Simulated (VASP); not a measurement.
Set up this calculation in VASP 6.6.1, as the native input.

* Task: relaxation of cell and atoms
* Functional: PBE
* Potentials or basis: VASP PAW PBE potentials, release 64 (B)
* Cutoff: 600 eV
* k mesh: 25 × 25 × 25
* Occupations: fermi-dirac, width 0.08 eV
* Spin: no spin polarisation
* Target pressure: 160 GPa
* Dipole correction: no
* Further INCAR settings: ALGO = Normal; EDIFF = 1e-06; IBRION = 2; EDIFFG = -0.005; NSW = 32; ISIF = 3

The structure of B lies in POSCAR:

```
B
1.0
    0.0000000000      1.2858277157      1.2858277157
    1.2858277157      0.0000000000      1.2858277157
    1.2858277157      1.2858277157      0.0000000000
B
1
Direct
    0.0000000000      0.0000000000      0.0000000000
```

One way to write it, as run:

INCAR

```
  PREC = Accurate
  ENCUT = 600
  EDIFF = 1E-6
  ISMEAR = -1
  SIGMA = 0.08
  LREAL = False
  LASPH = True
  NELM = 80
  ALGO = Normal
  ISIF = 3
  LWAVE = False
  LCHARG = False
  GGA = PE
  IBRION = 2
  NSW = 32
  EDIFFG = -0.005
  PSTRESS = 1600.0
```

KPOINTS

```
regular mesh
0
Gamma
  25 25 25
```

Potentials or basis: VASP PAW PBE potentials, release 64 (B).

Command:

```bash
$ cat potpaw_PBE.64/B/POTCAR > POTCAR
$ mpirun -np 1 vasp_std > vasp.out
```

It gave:

```
Pressure after relaxing : 159.8 GPa
```

Caveat: the relaxation stopped at its first step, so nothing moved; the cell is relaxed towards a set pressure, so the enthalpy falls and the energy may rise.

Wall time 5.8 s on 1 thread of Intel Xeon 6975P-C, with other jobs on the host, peak memory 0.12 GiB.
